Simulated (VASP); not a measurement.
# Be2C: relaxation of cell and atoms with r2SCAN

Crystal: Be2C.

```
CELL_PARAMETERS angstrom
2.16046 2.16046 0.00000
-2.16046 2.16046 0.00000
0.00000 2.16046 2.16046
ATOMIC_POSITIONS crystal
Be 0.25000 0.75000 0.50000
Be 0.75000 0.25000 0.50000
C 0.00000 0.00000 0.00000
```

- Program: VASP 6.6.1
- Task: relaxation of cell and atoms
- Functional: r2SCAN
- Potentials or basis: VASP PAW PBE potentials, release 64 (Be, C)
- Cutoff: 660 eV
- k mesh: 10 × 10 × 10
- Occupations: gaussian, width 0.01 eV
- Spin: no spin polarisation
- Target pressure: -2 GPa
- Dipole correction: no
- Further INCAR settings: ALGO = Normal; EDIFF = 1e-07; IBRION = 2; EDIFFG = -0.002; NSW = 100; ISIF = 3

- Relaxed volume: 6.82 Å³/atom
- Relaxed cell: a = 3.070 Å, b = 3.070 Å, c = 3.070 Å, α = 60.00°, β = 60.00°, γ = 90.00°
- Space group after relaxing (to 0.1 Å): Fm-3m (No. 225)
- Energy change on relaxing (the run minimises the enthalpy): +0.4 meV/atom
- Ionic steps: 3
- Pressure after relaxing: -2.0 GPa
- Band gap on the k mesh: 1.52 eV (least direct gap 4.60 eV)

The path:
| step | energy change (eV) | largest force (eV/Å) | pressure (GPa) | volume (Å³) |
| --- | --- | --- | --- | --- |
| 1 | 0.0000 | 0.0000 | 0.79 | 20.17 |
| 2 | 0.0020 | 0.0000 | -2.61 | 20.51 |
| 3 | 0.0011 | 0.0000 | -2.01 | 20.45 |

Final structure:
```
CELL_PARAMETERS angstrom
2.17049 2.17049 0.00000
-2.17049 2.17049 0.00000
0.00000 2.17049 2.17049
ATOMIC_POSITIONS crystal
Be 0.25000 0.75000 0.50000
Be 0.75000 0.25000 0.50000
C 0.00000 0.00000 0.00000
```

Levels at points of the mesh, in eV from the valence-band top:
| k point | band 1 | band 2 | band 3 | band 4 | band 5 | band 6 | band 7 | band 8 |
| --- | --- | --- | --- | --- | --- | --- | --- | --- |
| (0.00, 0.00, 0.00) | -15.87 | 0.00 | 0.00 | 0.00 | 4.60 | 4.60 | 4.60 | 7.30 |
| (0.50, 0.00, 0.00) | -12.94 | -9.02 | -1.89 | -1.89 | 5.52 | 5.52 | 7.47 | 10.74 |
| (0.50, 0.50, 0.00) | -12.12 | -7.10 | -4.87 | -4.87 | 1.52 | 6.11 | 14.30 | 14.30 |

Run time: 100 s on 1 thread of AMD EPYC 9R45 96-Core Processor (Zen 5) (shared host), peak memory 0.13 GiB.

Caveat: the cell is relaxed towards a set pressure, so the run minimises the enthalpy, not the energy; the PAW data sets were made with another functional, which shifts forces and pressure a little. A k mesh can miss the band edges.
